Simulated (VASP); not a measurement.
# ZnS (Cc) in VASP: notebook, part 2 of 2

VASP 6.6.1.

### Step 3. Single point, PBE (strain +0.0450 x Voigt [0, 0, 0, 0, 1, 0])

INCAR

```
SYSTEM = ZnS
ALGO     = Normal         ! electronic algorithm
EDIFF    = 1E-6           ! SCF threshold, eV
ENCUT    = 520            ! plane-wave cutoff, eV
GGA      = PE             ! functional
ISIF     = 2              ! what is computed and relaxed
ISMEAR   = 0              ! smearing method
LASPH    = .TRUE.         ! aspherical terms in the spheres
LCHARG   = .FALSE.        ! write CHGCAR
LREAL    = .FALSE.        ! projectors in reciprocal space
LWAVE    = .FALSE.        ! write WAVECAR
NBANDS   = 26             ! bands
NELM     = 100            ! most SCF steps
PREC     = Accurate       ! precision mode
SIGMA    = 0.05           ! smearing width, eV
```

KPOINTS

```
k-points
0
G
  12 12 6
  0 0 0
```

POSCAR

```
ZnS
1.0
    3.8109987816      0.0000000000      0.0857474726
   -1.9054993908      3.3004217586     -0.0428737363
    0.1402650000      0.0000000000      6.2340000000
Zn S
2 2
Direct
    0.3333333333      0.6666666667      0.0000000000
    0.6666666667      0.3333333333      0.5000000000
    0.3333333333      0.6666666667      0.3850000000
    0.6666666667      0.3333333333      0.8850000000
```

Potentials or basis: VASP PAW PBE potentials, release 64 (Zn, S).

Launch:

```
> cat potpaw_PBE.64/Zn/POTCAR potpaw_PBE.64/S/POTCAR > POTCAR
> mpirun -np 1 vasp_std > vasp.out
```

OUTCAR:

```text
SYSTEM = ZnS
   EDIFF = 1E-6
   ENCUT = 520
   GGA = PE
   ISIF = 2
   ISMEAR = 0
   LASPH = .TRUE.
   LREAL = .FALSE.
   NELM = 100
   PREC = Accurate

 ion  position               nearest neighbor table
   1  0.333  0.667  0.000-   4 2.29   4 2.31   4 2.34   3 2.40
   2  0.667  0.333  0.500-   3 2.29   3 2.31   3 2.34   4 2.40
   3  0.333  0.667  0.385-   2 2.29   2 2.31   2 2.34   1 2.40
   4  0.667  0.333  0.885-   1 2.29   1 2.31   1 2.34   2 2.40

  LATTYP: Found a base centered monoclinic cell.
 ALAT       =     3.8119633186
 B/A-ratio  =     1.7316125486
 C/A-ratio  =     1.6357916539
 COS(beta)  =    -0.0449772303

  Lattice vectors:

 A1 = (  -1.9054993908,   3.3004217586,  -0.0428737363)
 A2 = (  -1.9054993908,  -3.3004217586,  -0.0428737363)
 A3 = (   0.1402650000,   0.0000000000,   6.2340000000)

Analysis of symmetry for initial positions (statically):
=====================================================================
 Subroutine PRICEL returns:
 Original cell was already a primitive cell.

 Routine SETGRP: Setting up the symmetry group for a
 base centered monoclinic supercell.

 Subroutine GETGRP returns: Found  2 space group operations
 (whereof  1 operations were pure point group operations)
 out of a pool of  4 trial point group operations.

The static configuration has the point symmetry C_1 .
 The point group associated with its full space group is C_1h.

Analysis of symmetry for dynamics (positions and initial velocities):
=====================================================================
 Subroutine PRICEL returns:
 Original cell was already a primitive cell.

[... 124 lines left out ...]
   NUPDOWN=      -1.0000    fix difference up-down
   EMIN   =  10.00;   EMAX   =-10.00  energy-range for DOS
   EFERMI =   0.00;   METHOD = LEGACY
   ISMEAR =     0;   SIGMA  =   0.05  broadening in eV -4-tet -1-fermi 0-gaus
   EFERMI_NEDOS =   21; number of points for ismear=-14 and -15
   IALGO  =     38    algorithm
   IMIX   =      4    mixing-type and parameters
     AMIX     =   0.40;   BMIX     =  1.00
     AMIX_MAG =   1.60;   BMIX_MAG =  1.00
  volume/ion in A,a.u.               =      19.59       132.22
  Fermi-wavevector in a.u.,A,eV,Ry     =   1.263157  2.387020 21.708983  1.595565
  Thomas-Fermi vector in A             =   2.396528
   LORBIT       =      0    0 simple, 1 ext, 2 COOP (PROOUT), +10 PAW based schemes
   GGA     = PE    functional components
   LHFCALC =     F    Hartree Fock is set to
   AEXX    =    0.0000 exact exchange contribution
   IVDW    =     0    specifies the selected vdW correction
   LEPSILON=     F    determine dielectric tensor
   LRPA    =     F    only Hartree local field effects (RPA)
 non-spin polarized calculation
 Gauss-broadening in eV      SIGMA  =   0.05
  energy-cutoff  :      520.00
  volume of cell :       78.37
 maximum number of plane-waves:      2136
   NGX = 15   NGY = 15   NGZ = 23

 number of electron      35.9999969 magnetization

 Free energy of the ion-electron system (eV)
  ---------------------------------------------------
  ext. energy  EPLUGINS =         0.00000000
  ---------------------------------------------------
  free energy    TOTEN  =       -13.63555747 eV

  energy without entropy =      -13.63555747  energy(sigma->0) =      -13.63555747

 E-fermi :   2.4369     XC(G=0):  -9.6547

 val. band max:        2.2446334037   @ k =   0.0000   0.0000   0.0000
 cond. band min:       4.4107687921   @ k =   0.0000   0.0000   0.0000
 fundamental gap:      2.1661353884
 Fermi energy:         2.4369093970

 k-point     1 :       0.0000    0.0000    0.0000
  band No.  band energies     occupation
      1     -11.0292      2.00000
      2     -10.1022      2.00000
      3      -4.2089      2.00000
      4      -4.2086      2.00000
      5      -4.1374      2.00000
      6      -4.1370      2.00000
[... 685 lines left out ...]
     25      11.4121      0.00000
     26      12.5804      0.00000

 [... further k-points ...]

------------------------ aborting loop because EDIFF is reached ----------------------------------------

  FORCE on cell =-STRESS in cart. coord.  units (eV):
  Direction    XX          YY          ZZ          XY          YZ          ZX
  --------------------------------------------------------------------------------------
  -------------------------------------------------------------------------------------
  Total        1.5986086      1.5759689      0.5829865      0.0000000      0.0000000     -0.7987164
  in kB       32.6811694     32.2183346     11.9182896      0.0000000      0.0000000    -16.3285664
  external PRESSURE =      25.6059312 kB  Pullay stress =       0.0000000 kB

 VOLUME and BASIS-vectors are now :
 -----------------------------------------------------------------------------
  energy-cutoff  :      520.00
  volume of cell :       78.37
      direct lattice vectors                 reciprocal lattice vectors
     3.810998782  0.000000000  0.085747473     0.262531311  0.151495789 -0.005906954
    -1.905499391  3.300421759 -0.042873736     0.000000000  0.302991579  0.000000000
     0.140265000  0.000000000  6.234000000    -0.003611068  0.000000000  0.160491900

 POSITION                                       TOTAL-FORCE (eV/Angst)
 -----------------------------------------------------------------------------------
     -0.00000      2.20028     -0.00000        -0.179268      0.014726      0.323379
      1.97563      1.10014      3.15987        -0.179268     -0.014726      0.323379
      0.05400      2.20028      2.40009         0.179268      0.018830     -0.323379
      2.02963      1.10014      5.55996         0.179268     -0.018830     -0.323379
 -----------------------------------------------------------------------------------
    total drift:                               -0.000287      0.000001      0.000611

  FREE ENERGIE OF THE ION-ELECTRON SYSTEM (eV)
  ---------------------------------------------------
  free  energy   TOTEN  =       -13.6355574747 eV

  energy  without entropy=      -13.6355574747  energy(sigma->0) =      -13.63555747
```

OSZICAR:

```text
N       E                     dE             d eps       ncg     rms          rms(c)
DAV:   1     0.245069176470E+03    0.24507E+03   -0.17032E+04 12592   0.167E+03
DAV:   2     0.101669698167E+02   -0.23490E+03   -0.22471E+03 12936   0.351E+02
DAV:   3    -0.139039560297E+02   -0.24071E+02   -0.23836E+02 15128   0.112E+02
DAV:   4    -0.144895415829E+02   -0.58559E+00   -0.58423E+00 14696   0.176E+01
DAV:   5    -0.144984760112E+02   -0.89344E-02   -0.89319E-02 15472   0.214E+00    0.994E+00
DAV:   6    -0.136459711286E+02    0.85250E+00   -0.16532E+00 18964   0.373E+01    0.764E+00
DAV:   7    -0.136414142337E+02    0.45569E-02   -0.12502E+00 13354   0.657E+00    0.346E+00
DAV:   8    -0.136347281882E+02    0.66860E-02   -0.35368E-02 15674   0.177E+00    0.980E-01
DAV:   9    -0.136351955963E+02   -0.46741E-03   -0.93384E-03 17214   0.131E+00    0.231E-01
DAV:  10    -0.136353389160E+02   -0.14332E-03   -0.59959E-04 14678   0.341E-01    0.936E-02
DAV:  11    -0.136355539581E+02   -0.21504E-03   -0.33357E-04 12954   0.126E-01    0.524E-02
DAV:  12    -0.136355540395E+02   -0.81403E-07   -0.16137E-05 15698   0.448E-02    0.111E-02
DAV:  13    -0.136355573226E+02   -0.32831E-05   -0.51328E-06 12970   0.168E-02    0.345E-03
DAV:  14    -0.136355574747E+02   -0.15209E-06   -0.62626E-07 10852   0.147E-02
   1 F= -.13635557E+02 E0= -.13635557E+02  d E =-.123470E-10
```

stdout:

```text
POSCAR found type information on POSCAR ZnS
 POSCAR found :  2 types and       4 ions
 scaLAPACK will be used
 LDA part: xc-table for (Slater+PW92), standard interpolation
 POSCAR, INCAR and KPOINTS ok, starting setup
 FFT: planning ... GRIDC
 FFT: planning ... GRID_SOFT
 FFT: planning ... GRID
 WAVECAR not read
 entering main loop
```

Wall time 6.7 min (1 thread of Oxide Virtual Turin-like, shared host); peak memory 0.45 GiB.

Results:

```yaml
Free_energy: -13.6356 eV
Pressure: 2.6 GPa
Largest_force: 0.370 eV/Å
Band_gap_on_the_k_mesh: 2.17 eV
```

Forces in eV/Å, atoms in the order of the input:
```
Zn  -0.179  0.015  0.323
Zn  -0.179 -0.015  0.323
S    0.179  0.019 -0.323
S    0.179 -0.019 -0.323
```

Caveat: the cell differs from its parent crystal (strain +0.0450 x Voigt [0, 0, 0, 0, 1, 0]). A k mesh can miss the band edges.

### Step 4. Single point, PBE (strain +0.0375 x Voigt [0, 0, 0, 0, 1, 0])

INCAR

```
  PREC = Accurate
  ENCUT = 520
  EDIFF = 1E-6
  ISMEAR = 0
  SIGMA = 0.05
  LREAL = False
  LASPH = True
  NELM = 100
  ALGO = Normal
  ISIF = 2
  LWAVE = False
  LCHARG = True
  GGA = PE
  LELF = True
  LVHAR = True
  NBANDS = 26
```

KPOINTS

```
regular mesh
0
Gamma
  12 12 6
```

POSCAR

```
ZnS
1.0
    3.8109987816      0.0000000000      0.0714562272
   -1.9054993908      3.3004217586     -0.0357281136
    0.1168875000      0.0000000000      6.2340000000
Zn S
2 2
Direct
    0.3333333333      0.6666666667      0.0000000000
    0.6666666667      0.3333333333      0.5000000000
    0.3333333333      0.6666666667      0.3850000000
    0.6666666667      0.3333333333      0.8850000000
```

Potentials or basis: VASP PAW PBE potentials, release 64 (Zn, S).

Launch:

```
> cat potpaw_PBE.64/Zn/POTCAR potpaw_PBE.64/S/POTCAR > POTCAR
> mpirun -np 1 vasp_std > vasp.out
```

OUTCAR:

```text
PREC = Accurate
   ENCUT = 520
   EDIFF = 1E-6
   ISMEAR = 0
   LREAL = False
   LASPH = True
   NELM = 100
   ISIF = 2
   GGA = PE

 ion  position               nearest neighbor table
   1  0.333  0.667  0.000-   4 2.29   4 2.31   4 2.34   3 2.40
   2  0.667  0.333  0.500-   3 2.29   3 2.31   3 2.34   4 2.40
   3  0.333  0.667  0.385-   2 2.29   2 2.31   2 2.34   1 2.40
   4  0.667  0.333  0.885-   1 2.29   1 2.31   1 2.34   2 2.40

  LATTYP: Found a base centered monoclinic cell.
 ALAT       =     3.8116686249
 B/A-ratio  =     1.7317464257
 C/A-ratio  =     1.6357916539
 COS(beta)  =    -0.0374868211

  Lattice vectors:

 A1 = (  -1.9054993908,   3.3004217586,  -0.0357281136)
 A2 = (  -1.9054993908,  -3.3004217586,  -0.0357281136)
 A3 = (   0.1168875000,   0.0000000000,   6.2340000000)

Analysis of symmetry for initial positions (statically):
=====================================================================
 Subroutine PRICEL returns:
 Original cell was already a primitive cell.

 Routine SETGRP: Setting up the symmetry group for a
 base centered monoclinic supercell.

 Subroutine GETGRP returns: Found  2 space group operations
 (whereof  1 operations were pure point group operations)
 out of a pool of  4 trial point group operations.

The static configuration has the point symmetry C_1 .
 The point group associated with its full space group is C_1h.

Analysis of symmetry for dynamics (positions and initial velocities):
=====================================================================
 Subroutine PRICEL returns:
 Original cell was already a primitive cell.

 Routine SETGRP: Setting up the symmetry group for a
 base centered monoclinic supercell.

 Subroutine GETGRP returns: Found  2 space group operations
[... 123 lines left out ...]
   ISMEAR =     0;   SIGMA  =   0.05  broadening in eV -4-tet -1-fermi 0-gaus
   EFERMI_NEDOS =   21; number of points for ismear=-14 and -15
   IALGO  =     38    algorithm
   IMIX   =      4    mixing-type and parameters
     AMIX     =   0.40;   BMIX     =  1.00
     AMIX_MAG =   1.60;   BMIX_MAG =  1.00
  volume/ion in A,a.u.               =      19.60       132.24
  Fermi-wavevector in a.u.,A,eV,Ry     =   1.263092  2.386897 21.706744  1.595401
  Thomas-Fermi vector in A             =   2.396466
   LORBIT       =      0    0 simple, 1 ext, 2 COOP (PROOUT), +10 PAW based schemes
   GGA     = PE    functional components
   LHFCALC =     F    Hartree Fock is set to
   AEXX    =    0.0000 exact exchange contribution
   IVDW    =     0    specifies the selected vdW correction
   LEPSILON=     F    determine dielectric tensor
   LRPA    =     F    only Hartree local field effects (RPA)
 non-spin polarized calculation
 Gauss-broadening in eV      SIGMA  =   0.05
  energy-cutoff  :      520.00
  volume of cell :       78.38
 maximum number of plane-waves:      2130
   NGX = 15   NGY = 15   NGZ = 23

 number of electron      35.9999971 magnetization

 Free energy of the ion-electron system (eV)
  ---------------------------------------------------
  ext. energy  EPLUGINS =         0.00000000
  ---------------------------------------------------
  free energy    TOTEN  =       -13.64123011 eV

  energy without entropy =      -13.64123011  energy(sigma->0) =      -13.64123011

 E-fermi :   2.4342     XC(G=0):  -9.6537

 val. band max:        2.2295028935   @ k =   0.0000   0.0000   0.0000
 cond. band min:       4.4122473009   @ k =   0.0000   0.0000   0.0000
 fundamental gap:      2.1827444074
 Fermi energy:         2.4341824952

 k-point     1 :       0.0000    0.0000    0.0000
  band No.  band energies     occupation
      1     -11.0298      2.00000
      2     -10.1041      2.00000
      3      -4.2082      2.00000
      4      -4.2080      2.00000
      5      -4.1388      2.00000
      6      -4.1385      2.00000
[... 685 lines left out ...]
     25      11.3932      0.00000
     26      12.5798      0.00000

 [... further k-points ...]

------------------------ aborting loop because EDIFF is reached ----------------------------------------

  FORCE on cell =-STRESS in cart. coord.  units (eV):
  Direction    XX          YY          ZZ          XY          YZ          ZX
  --------------------------------------------------------------------------------------
  -------------------------------------------------------------------------------------
  Total        1.5853366      1.5698724      0.5727439      0.0000000      0.0000000     -0.6661946
  in kB       32.4048279     32.0887339     11.7070826      0.0000000      0.0000000    -13.6172484
  external PRESSURE =      25.4002148 kB  Pullay stress =       0.0000000 kB

 VOLUME and BASIS-vectors are now :
 -----------------------------------------------------------------------------
  energy-cutoff  :      520.00
  volume of cell :       78.38
      direct lattice vectors                 reciprocal lattice vectors
     3.810998782  0.000000000  0.071456227     0.262490686  0.151495789 -0.004921700
    -1.905499391  3.300421759 -0.035728114     0.000000000  0.302991579  0.000000000
     0.116887500  0.000000000  6.234000000    -0.003008757  0.000000000  0.160467065

 POSITION                                       TOTAL-FORCE (eV/Angst)
 -----------------------------------------------------------------------------------
     -0.00000      2.20028     -0.00000        -0.149316      0.010310      0.323160
      1.96394      1.10014      3.15273        -0.149316     -0.010310      0.323160
      0.04500      2.20028      2.40009         0.149316      0.013070     -0.323160
      2.00894      1.10014      5.55282         0.149316     -0.013070     -0.323160
 -----------------------------------------------------------------------------------
    total drift:                               -0.000287      0.000001      0.000477

  FREE ENERGIE OF THE ION-ELECTRON SYSTEM (eV)
  ---------------------------------------------------
  free  energy   TOTEN  =       -13.6412301127 eV

  energy  without entropy=      -13.6412301127  energy(sigma->0) =      -13.64123011
```

OSZICAR:

```text
N       E                     dE             d eps       ncg     rms          rms(c)
DAV:   1     0.245759693113E+03    0.24576E+03   -0.17120E+04 12600   0.167E+03
DAV:   2     0.104786296115E+02   -0.23528E+03   -0.22484E+03 12936   0.352E+02
DAV:   3    -0.138860274388E+02   -0.24365E+02   -0.24118E+02 15056   0.112E+02
DAV:   4    -0.144937097804E+02   -0.60768E+00   -0.60621E+00 14686   0.177E+01
DAV:   5    -0.145029578877E+02   -0.92481E-02   -0.92456E-02 15290   0.218E+00    0.994E+00
DAV:   6    -0.136515905607E+02    0.85137E+00   -0.16515E+00 18930   0.372E+01    0.763E+00
DAV:   7    -0.136470562777E+02    0.45343E-02   -0.12482E+00 13336   0.656E+00    0.346E+00
DAV:   8    -0.136403981272E+02    0.66582E-02   -0.35262E-02 15624   0.176E+00    0.979E-01
DAV:   9    -0.136408675022E+02   -0.46938E-03   -0.93151E-03 17182   0.130E+00    0.231E-01
DAV:  10    -0.136410107949E+02   -0.14329E-03   -0.59734E-04 14658   0.339E-01    0.937E-02
DAV:  11    -0.136412266074E+02   -0.21581E-03   -0.33397E-04 12956   0.125E-01    0.527E-02
DAV:  12    -0.136412266668E+02   -0.59413E-07   -0.15861E-05 15686   0.443E-02    0.110E-02
DAV:  13    -0.136412299885E+02   -0.33217E-05   -0.53333E-06 12970   0.172E-02    0.305E-03
DAV:  14    -0.136412301127E+02   -0.12422E-06   -0.60910E-07 10794   0.150E-02
   1 F= -.13641230E+02 E0= -.13641230E+02  d E =-.172271E-11
```

stdout:

```text
POSCAR found type information on POSCAR ZnS
 POSCAR found :  2 types and       4 ions
 scaLAPACK will be used
 LDA part: xc-table for (Slater+PW92), standard interpolation
 POSCAR, INCAR and KPOINTS ok, starting setup
 FFT: planning ... GRIDC
 FFT: planning ... GRID_SOFT
 FFT: planning ... GRID
 WAVECAR not read
 entering main loop
```

Wall time 7.9 min (1 thread of Oxide Virtual Turin-like, shared host); peak memory 0.45 GiB.

What came out:

```
Free energy            : -13.6412 eV
Pressure               : 2.5 GPa
Largest force          : 0.356 eV/Å
Band gap on the k mesh : 2.18 eV
```

Forces in eV/Å, atoms in the order of the input:
```
Zn  -0.149  0.010  0.323
Zn  -0.149 -0.010  0.323
S    0.149  0.013 -0.323
S    0.149 -0.013 -0.323
```

Stress tensor (GPa, compression positive):
```
 3.24  0.00 -1.36
 0.00  3.21  0.00
-1.36  0.00  1.17
```

Caveat: the cell differs from its parent crystal (strain +0.0375 x Voigt [0, 0, 0, 0, 1, 0]). A k mesh can miss the band edges.

### Step 5. Summary

```tsv
cell	gap on the mesh (eV)	pressure (GPa)	largest force (eV/Å)
a = 3.813, b = 3.811, c = 6.237 Å, angles 88.3, 93.4, 120.0°, 4 atoms	2.13	2.6	0.40
a = 3.812, b = 3.811, c = 6.236 Å, angles 91.3, 87.4, 120.0°, 4 atoms	2.17	2.6	0.37
a = 3.812, b = 3.811, c = 6.235 Å, angles 91.1, 87.9, 120.0°, 4 atoms	2.18	2.5	0.36
```

Alike in all rows: task single point; level PBE; potentials or basis VASP PAW PBE potentials, release 64 (Zn, S); no spin polarisation; k mesh 12 × 12 × 6; cutoff (eV) 520; smearing gaussian 0.05 eV.

Absolute energies hang on the potentials; compare differences alone.
